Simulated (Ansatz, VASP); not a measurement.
**HfIn4SiO6 in VASP and in Ansatz**

Contents of INCAR:

```
PREC     = Accurate       # precision mode
ENCUT    = 520            # plane-wave cutoff, eV
EDIFF    = 1E-6           # SCF threshold, eV
ISMEAR   = -1             # smearing method
SIGMA    = 0.05           # smearing width, eV
LREAL    = False          # projectors in reciprocal space
LASPH    = True           # aspherical terms in the spheres
NELM     = 100            # most SCF steps
ALGO     = Normal         # electronic algorithm
ISIF     = 2              # what is computed and relaxed
LWAVE    = False          # write WAVECAR
LCHARG   = True           # write CHGCAR
GGA      = PE             # functional
LELF     = True           # ELF
LVHAR    = True         
NBANDS   = 63             # bands
```

File KPOINTS:

```
regular mesh
0
Gamma
  4 4 3
```

File POSCAR:

```
HfIn4SiO6
1.0
    2.6791448248     -4.6400004506      0.0082174186
    2.6791448248      4.6400004506      0.0082174186
   -1.8537529678      0.0000000000      7.3012405758
Hf In Si O
1 4 1 6
Direct
    0.7883500000      0.2116500000      0.0000000000
    0.6217500000      0.3782500000      0.5000000000
    0.4550200000      0.5449800000      0.0000000000
    0.2840700000      0.7159300000      0.5000000000
    0.9581400000      0.0418600000      0.5000000000
    0.1216800000      0.8783200000      0.0000000000
    0.0621900000      0.1141500000      0.8666600000
    0.8858500000      0.9378100000      0.1333400000
    0.7949000000      0.5378400000      0.8666300000
    0.4621600000      0.2051000000      0.1333700000
    0.1535200000      0.6287900000      0.1333300000
    0.3712100000      0.8464800000      0.8666700000
```

The input input.yaml:

```yaml
crystal:
  lattice:
    - [2.6791448248, -4.6400004506, 0.0082174186]
    - [2.6791448248, 4.6400004506, 0.0082174186]
    - [-1.8537529678, 0.0, 7.3012405758]
  atoms:
    - { symbol: Hf, position: [0.78835, 0.21165, 0.0] }
    - { symbol: In, position: [0.62175, 0.37825, 0.5] }
    - { symbol: In, position: [0.45502, 0.54498, 0.0] }
    - { symbol: In, position: [0.28407, 0.71593, 0.5] }
    - { symbol: In, position: [0.95814, 0.04186, 0.5] }
    - { symbol: Si, position: [0.12168, 0.87832, 0.0] }
    - { symbol: O, position: [0.06219, 0.11415, 0.86666] }
    - { symbol: O, position: [0.88585, 0.93781, 0.13334] }
    - { symbol: O, position: [0.7949, 0.53784, 0.86663] }
    - { symbol: O, position: [0.46216, 0.2051, 0.13337] }
    - { symbol: O, position: [0.15352, 0.62879, 0.13333] }
    - { symbol: O, position: [0.37121, 0.84648, 0.86667] }
kpoints:
  mp_grid: { grid: [4, 4, 3] }
scf:
  occupations: { method: fermi_dirac, width: 0.05 }
hamiltonian:
  xc: pbe
  pseudopotentials: { kind: all_electron, lapw: { basis_error: 0.003 } }
output:
  forces: true
  stress: true
  eigenvalues: true
```

Change from the starting cell: volume scaled by 0.96.

Alike in both runs: task single point; functional PBE; k mesh 4 × 4 × 3; occupations fermi-dirac, width 0.05 eV; no spin polarisation.

```csv
,VASP,Ansatz
version,VASP 6.6.1,Ansatz 0.2.0
potentials or method,"VASP PAW PBE potentials, release 64 (Hf_pv, In_d, Si, O), cutoff 520 eV","all-electron LAPW, scalar-relativistic"
```

|  | VASP | Ansatz | Ansatz less VASP |
| --- | --- | --- | --- |
| gap on the k mesh at the Fermi level (eV) | none | none | - |
| pressure (GPa) | 4.5 | 5.0 | +0.47 |
| traceless stress, the component that is largest in VASP (GPa) | -0.95 | -1.05 | -0.096 |
| rms of the force components (eV/Å) | 0.170 | 0.187 | +0.0174 |

Atom by atom the forces differ by 0.060 eV/Å (rms over components). A gap of «none» marks a metal or a gap that the smearing closes. Ansatz ran all-electron here, and VASP with PAW potentials.

Neither program's run includes spin-orbit coupling. Noted on Ansatz's run: the k mesh is thin for a metal, which can move the energy by tens of meV per atom.
